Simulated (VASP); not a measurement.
Here is a VASP 6.6.1 calculation.

Contents of INCAR:

```
PREC     = Accurate       # precision mode
ENCUT    = 520            # plane-wave cutoff, eV
EDIFF    = 1E-7           # SCF threshold, eV
ISMEAR   = -1             # smearing method
SIGMA    = 0.05           # smearing width, eV
LREAL    = F              # projectors in reciprocal space
LASPH    = T              # aspherical terms in the spheres
NELM     = 60             # most SCF steps
ALGO     = Normal         # electronic algorithm
ISIF     = 2              # what is computed and relaxed
LWAVE    = F              # write WAVECAR
LCHARG   = T              # write CHGCAR
GGA      = PS             # functional
LELF     = T              # ELF
LVHAR    = T            
NBANDS   = 21             # bands
```

KPOINTS

```
regular mesh
0
Gamma
  9 9 5
```

The input POSCAR:

```
Pb
1.0
    3.3407694124      0.0000000000      0.0000000000
   -1.6703847062      2.8931911793      0.0000000000
    0.0000000000      0.0000000000      5.6765362373
Pb
2
Direct
    0.6666666667      0.3333333333      0.7500000000
    0.3333333333      0.6666666667      0.2500000000
```

Potentials or basis: VASP PAW PBE potentials, release 64 (Pb_d).

Command:

```bash
$ cat potpaw_PBE.64/Pb_d/POTCAR > POTCAR
$ mpirun -np 1 vasp_std > vasp.out
```

**Question.** Predict the band gap on the k mesh.

**Answer.** Zero (band 14 reaches 14.92 eV, above the bottom of band 15 at 6.08 eV).

**Question.** Predict the pressure.

**Answer.** 4.9 GPa.

Caveat: the PAW data sets were made with another functional, which shifts forces and pressure a little; spin-orbit coupling is left out, which moves the levels of the heavy elements.
